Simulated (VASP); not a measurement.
# SnSe2 (P-3m1) in VASP: further runs

The runs below take SnSe2 through single point, relaxation of cell and atoms, with PBEsol.

Everything below comes from runs of VASP 6.6.1. Logs are shortened: lines on timing, memory, paths and dates and some standing lists are left out, and cuts for length are marked.

## Step 1: The cell of the first run

It takes space group P-3m1 (No. 164, trigonal). The conventional cell has a = 3.820 Å, b = 3.820 Å, c = 6.146 Å, α = 90.00°, β = 90.00°, γ = 120.00°. Sn (site symmetry -3m) has 6 Se at 2.72 Å within 3.6 Å. Se (site symmetry 3m) has 3 Sn at 2.72 Å within 3.6 Å.

## Step 2: Single point, PBEsol

INCAR

```
PREC = Accurate
ENCUT = 520
EDIFF = 1E-7
ISMEAR = -1
SIGMA = 0.05
LREAL = False
LASPH = True
NELM = 100
ALGO = Normal
ISIF = 2
LWAVE = False
LCHARG = False
GGA = PS
NBANDS = 20
```

KPOINTS

```
regular mesh
0
Gamma
  8 8 5
```

POSCAR

```
SnSe2
1.0
    3.8199273660      0.0000000000      0.0000000000
   -1.9099636830      3.3081541396      0.0000000000
    0.0000000000      0.0000000000      6.1462617091
Sn Se
1 2
Direct
    0.0000000000      0.0000000000      0.0000000000
    0.6666666667      0.3333333333      0.7420613791
    0.3333333333      0.6666666667      0.2579386209
```

Potentials or basis: VASP PAW PBE potentials, release 64 (Sn_d, Se).

Command:

```console
cat potpaw_PBE.64/Sn_d/POTCAR potpaw_PBE.64/Se/POTCAR > POTCAR
mpirun -np 1 vasp_std > vasp.out
```

OUTCAR:

```text
PREC = Accurate
   ENCUT = 520
   EDIFF = 1E-7
   ISMEAR = -1
   LREAL = False
   LASPH = True
   NELM = 100
   ISIF = 2
   GGA = PS

 ion  position               nearest neighbor table
   1  0.000  0.000  0.000-   2 2.72   3 2.72   2 2.72   3 2.72   2 2.72   3 2.72
   2  0.667  0.333  0.742-   1 2.72   1 2.72   1 2.72
   3  0.333  0.667  0.258-   1 2.72   1 2.72   1 2.72

  LATTYP: Found a hexagonal cell.
 ALAT       =     3.8199273660
 C/A-ratio  =     1.6089996275

  Lattice vectors:

 A1 = (   3.8199273660,   0.0000000000,   0.0000000000)
 A2 = (  -1.9099636830,   3.3081541396,   0.0000000000)
 A3 = (   0.0000000000,   0.0000000000,   6.1462617091)

Analysis of symmetry for initial positions (statically):
=====================================================================
 Subroutine PRICEL returns:
 Original cell was already a primitive cell.

 Routine SETGRP: Setting up the symmetry group for a
 hexagonal supercell.

 Subroutine GETGRP returns: Found 12 space group operations
 (whereof 12 operations were pure point group operations)
 out of a pool of 24 trial point group operations.

The static configuration has the point symmetry D_3d.

Analysis of symmetry for dynamics (positions and initial velocities):
=====================================================================
 Subroutine PRICEL returns:
 Original cell was already a primitive cell.

 Routine SETGRP: Setting up the symmetry group for a
 hexagonal supercell.

 Subroutine GETGRP returns: Found 12 space group operations
 (whereof 12 operations were pure point group operations)
 out of a pool of 24 trial point group operations.

The dynamic configuration has the point symmetry D_3d.

 Subroutine INISYM returns: Found 12 space group operations
 (whereof 12 operations are pure point group operations),
 and found     1 'primitive' translations

----------------------------------------------------------------------------------------

                                     Primitive cell

  volume of cell :      77.6697

  direct lattice vectors                    reciprocal lattice vectors
     3.819927366  0.000000000  0.000000000     0.261785082  0.151141688  0.000000000
    -1.909963683  3.308154140  0.000000000     0.000000000  0.302283376  0.000000000
     0.000000000  0.000000000  6.146261709     0.000000000  0.000000000  0.162700524

  length of vectors
     3.819927366  3.819927366  6.146261709     0.302283376  0.302283376  0.162700524

  position of ions in fractional coordinates (direct lattice)
     0.000000000  0.000000000  0.000000000
     0.666666667  0.333333333  0.742061379
     0.333333333  0.666666667  0.257938621

  ion indices of the primitive-cell ions
   primitive index   ion index
                 1           1
                 2           2
                 3           3

----------------------------------------------------------------------------------------

 KPOINTS: regular mesh

Automatic generation of k-mesh.
 Grid dimensions read from file:
 generate k-points for:    8    8    5

 Generating k-lattice:

  Cartesian coordinates                     Fractional coordinates (reciprocal lattice)
     0.032723135  0.018892711  0.000000000     0.125000000  0.000000000  0.000000000
     0.000000000  0.037785422  0.000000000     0.000000000  0.125000000  0.000000000
     0.000000000  0.000000000  0.032540105     0.000000000  0.000000000  0.200000000

  Length of vectors
     0.037785422  0.037785422  0.032540105

  Shift w.r.t. Gamma in fractional coordinates (k-lattice)
     0.000000000  0.000000000  0.000000000

 Subroutine IBZKPT returns following result:
 ===========================================

 Found     40 irreducible k-points:

 Following reciprocal coordinates:
            Coordinates               Weight
  0.000000  0.000000  0.000000      1.000000
  0.125000  0.000000  0.000000      6.000000
  0.250000  0.000000  0.000000      6.000000
  0.375000 -0.000000  0.000000      6.000000
  0.500000  0.000000  0.000000      3.000000
  0.125000  0.125000  0.000000      6.000000
[... 16 lines left out ...]
 -0.125000  0.500000  0.200000     12.000000
  0.250000  0.250000  0.200000     12.000000
 [... further k-points ...]
   k-points           NKPTS =     40   k-points in BZ     NKDIM =     40   number of bands    NBANDS=     20
   number of dos      NEDOS =    301   number of ions     NIONS =      3
   total plane-waves  NPLWV =  37632
   dimension x,y,z NGX =    28 NGY =   28 NGZ =   48
   dimension x,y,z NGXF=    56 NGYF=   56 NGZF=   96
   ions per type =               1   2
   NGX,Y,Z   is equivalent  to a cutoff of  12.19, 12.19, 12.98 a.u.
   NGXF,Y,Z  is equivalent  to a cutoff of  24.37, 24.37, 25.97 a.u.
 SYSTEM =  unknown system
   PREC   = accura    normal or accurate (medium, high low for compatibility)
   ISTART =      0    job   : 0-new  1-cont  2-samecut
   ICHARG =      2    charge: 1-file 2-atom 10-const
   ISPIN  =      1    spin polarized calculation?
   LNONCOLLINEAR =      F non collinear calculations
   LSORBIT =      F    spin-orbit coupling
   LASPH  =      T    aspherical Exc in radial PAW
   ENCUT  =  520.0 eV  38.22 Ry    6.18 a.u.   7.10  7.10 11.43*2*pi/ulx,y,z
   NELM   =    100;   NELMIN=  2; NELMDL= -5     # of ELM steps
   EDIFF  = 0.1E-06   stopping-criterion for ELM
   LREAL  =      F    real-space projection
   EDIFFG = 0.1E-05   stopping-criterion for IOM
   NSW    =      0    number of steps for IOM
   IBRION =     -1    ionic relax: 0-MD 1-quasi-New 2-CG
   NFREE  =      0    steps in history (QN), initial steepest desc. (CG)
   ISIF   =      2    stress and relaxation
   ISYM   =      2    0-nonsym 1-usesym 2-fastsym
   POTIM  = 0.5000    time-step for ionic-motion
   TEBEG  =    0.0;   TEEND  =   0.0 temperature during run
   PSTRESS=    0.0 pullay stress
   NELECT =      26.0000    total number of electrons
   NUPDOWN=      -1.0000    fix difference up-down
   EMIN   =  10.00;   EMAX   =-10.00  energy-range for DOS
   EFERMI =   0.00;   METHOD = LEGACY
   ISMEAR =    -1;   SIGMA  =   0.05  broadening in eV -4-tet -1-fermi 0-gaus
   EFERMI_NEDOS =   21; number of points for ismear=-14 and -15
   IALGO  =     38    algorithm
   IMIX   =      4    mixing-type and parameters
     AMIX     =   0.40;   BMIX     =  1.00
     AMIX_MAG =   1.60;   BMIX_MAG =  1.00
  volume/ion in A,a.u.               =      25.89       174.71
  Fermi-wavevector in a.u.,A,eV,Ry     =   1.136707  2.148065 17.580135  1.292103
  Thomas-Fermi vector in A             =   2.273412
   LORBIT       =      0    0 simple, 1 ext, 2 COOP (PROOUT), +10 PAW based schemes
   GGA     = PS    functional components
   LHFCALC =     F    Hartree Fock is set to
   AEXX    =    0.0000 exact exchange contribution
   IVDW    =     0    specifies the selected vdW correction
   LEPSILON=     F    determine dielectric tensor
   LRPA    =     F    only Hartree local field effects (RPA)
 non-spin polarized calculation
  energy-cutoff  :      520.00
  volume of cell :       77.67
 maximum number of plane-waves:      2107
   NGX = 15   NGY = 15   NGZ = 23

 number of electron      26.0000007 magnetization

 Free energy of the ion-electron system (eV)
  ---------------------------------------------------
  ext. energy  EPLUGINS =         0.00000000
  ---------------------------------------------------
  free energy    TOTEN  =       -12.98174557 eV

  energy without entropy =      -12.98159972  energy(sigma->0) =      -12.98167264

 E-fermi :   4.3344     XC(G=0):  -9.6549

 val. band max:        4.0044171077   @ k =   0.1250   0.1250   0.0000
 cond. band min:       4.6070367236   @ k =   0.5000   0.0000   0.4000
 fundamental gap:      0.6026196159
 Fermi energy:         4.3343808910

 k-point     1 :       0.0000    0.0000    0.0000
  band No.  band energies     occupation
      1     -17.1304      2.00000
      2     -17.1304      2.00000
      3     -17.0933      2.00000
      4     -17.0808      2.00000
      5     -17.0808      2.00000
      6      -9.8304      2.00000
[... 12 lines left out ...]
     19      12.9749      0.00000
     20      12.9750      0.00000

 k-point     2 :       0.1250    0.0000    0.0000
  band No.  band energies     occupation
      1     -17.1369      2.00000
      2     -17.1248      2.00000
      3     -17.0894      2.00000
      4     -17.0843      2.00000
      5     -17.0802      2.00000
      6      -9.6782      2.00000
[... 12 lines left out ...]
     19      12.2429      0.00000
     20      13.1157      0.00000

 k-point     3 :       0.2500    0.0000    0.0000
  band No.  band energies     occupation
      1     -17.1550      2.00000
      2     -17.1142      2.00000
      3     -17.0944      2.00000
      4     -17.0759      2.00000
      5     -17.0756      2.00000
      6      -9.2465      2.00000
[... 12 lines left out ...]
     19      12.1470      0.00000
     20      13.5526      0.00000

 k-point     4 :       0.3750   -0.0000    0.0000
  band No.  band energies     occupation
      1     -17.1746      2.00000
      2     -17.1091      2.00000
      3     -17.1017      2.00000
      4     -17.0653      2.00000
      5     -17.0635      2.00000
      6      -8.6428      2.00000
[... 12 lines left out ...]
     19      13.3032      0.00000
     20      14.1013      0.00000

 k-point     5 :       0.5000    0.0000    0.0000
  band No.  band energies     occupation
      1     -17.1830      2.00000
      2     -17.1084      2.00000
      3     -17.1045      2.00000
      4     -17.0597      2.00000
      5     -17.0583      2.00000
      6      -8.2372      2.00000
[... 12 lines left out ...]
     19      13.8949      0.00000
     20      14.7160      0.00000
[... 353 lines left out ...]
      6      -8.8043      2.00000
[... 12 lines left out ...]
     19      11.4634      0.00000
     20      13.4371      0.00000

 k-point    22 :       0.3750    0.1250    0.2000
  band No.  band energies     occupation
      1     -17.1742      2.00000
      2     -17.1155      2.00000
      3     -17.0996      2.00000
      4     -17.0664      2.00000
      5     -17.0586      2.00000
      6      -8.2477      2.00000
[... 12 lines left out ...]
     19      13.4357      0.00000
     20      14.7453      0.00000

 k-point    23 :      -0.1250    0.5000    0.2000
  band No.  band energies     occupation
      1     -17.1742      2.00000
      2     -17.1155      2.00000
      3     -17.0996      2.00000
      4     -17.0664      2.00000
      5     -17.0586      2.00000
      6      -8.2507      2.00000
[... 12 lines left out ...]
     19      13.0150      0.00000
     20      14.0664      0.00000

 k-point    24 :       0.2500    0.2500    0.2000
  band No.  band energies     occupation
      1     -17.1618      2.00000
      2     -17.1261      2.00000
      3     -17.0909      2.00000
      4     -17.0771      2.00000
      5     -17.0586      2.00000
      6      -8.2886      2.00000
[... 12 lines left out ...]
     19      11.3803      0.00000
     20      13.7334      0.00000

 [... further k-points ...]

------------------------ aborting loop because EDIFF is reached ----------------------------------------

  FORCE on cell =-STRESS in cart. coord.  units (eV):
  Direction    XX          YY          ZZ          XY          YZ          ZX
  --------------------------------------------------------------------------------------
  -------------------------------------------------------------------------------------
  Total        0.0360759      0.0360759      0.0640391      0.0000000      0.0000000      0.0000000
  in kB        0.7441755      0.7441755      1.3210026      0.0000000      0.0000000      0.0000000
  external PRESSURE =       0.9364512 kB  Pullay stress =       0.0000000 kB

 VOLUME and BASIS-vectors are now :
 -----------------------------------------------------------------------------
  energy-cutoff  :      520.00
  volume of cell :       77.67
      direct lattice vectors                 reciprocal lattice vectors
     3.819927366  0.000000000  0.000000000     0.261785082  0.151141688  0.000000000
    -1.909963683  3.308154140  0.000000000     0.000000000  0.302283376  0.000000000
     0.000000000  0.000000000  6.146261709     0.000000000  0.000000000  0.162700524

 POSITION                                       TOTAL-FORCE (eV/Angst)
 -----------------------------------------------------------------------------------
      0.00000      0.00000      0.00000        -0.000000      0.000000     -0.000000
      1.90996      1.10272      4.56090         0.000000      0.000000     -0.020338
     -0.00000      2.20544      1.58536         0.000000     -0.000000      0.020338
 -----------------------------------------------------------------------------------
    total drift:                               -0.000000     -0.000000      0.000000

  FREE ENERGIE OF THE ION-ELECTRON SYSTEM (eV)
  ---------------------------------------------------
  free  energy   TOTEN  =       -12.9817455655 eV

  energy  without entropy=      -12.9815997193  energy(sigma->0) =      -12.98167264
```

It took 53 s on 1 thread of AMD EPYC 7R13 (Zen 3), shared host; peak memory 0.19 GiB.

Results:

```yaml
Free_energy: -12.9817 eV
Pressure: 0.1 GPa
Largest_force: 0.020 eV/Å
Band_gap_on_the_k_mesh: 0.60 eV, indirect (least direct gap 0.97 eV)
```

Forces in eV/Å, atoms in the order of the input:
```
Sn   0.000  0.000  0.000
Se   0.000  0.000 -0.020
Se   0.000  0.000  0.020
```

Levels at points of the mesh, in eV from the valence-band top:
```tsv
k point	band 11	band 12	band 13	band 14	band 15	band 16
(0.00, 0.00, 0.00)	-0.32	-0.32	-0.08	0.89	2.98	4.61
(0.50, 0.00, 0.00)	-2.50	-1.41	-0.25	1.15	3.61	5.17
```

Caveat: the PAW data sets were made with another functional, which shifts forces and pressure a little; spin-orbit coupling is left out, which moves the levels of the heavy elements; this functional lacks dispersion, which binds the layers, so the pressure and a relaxed spacing across them are unreliable.

(Continued in part 2 of 2.)
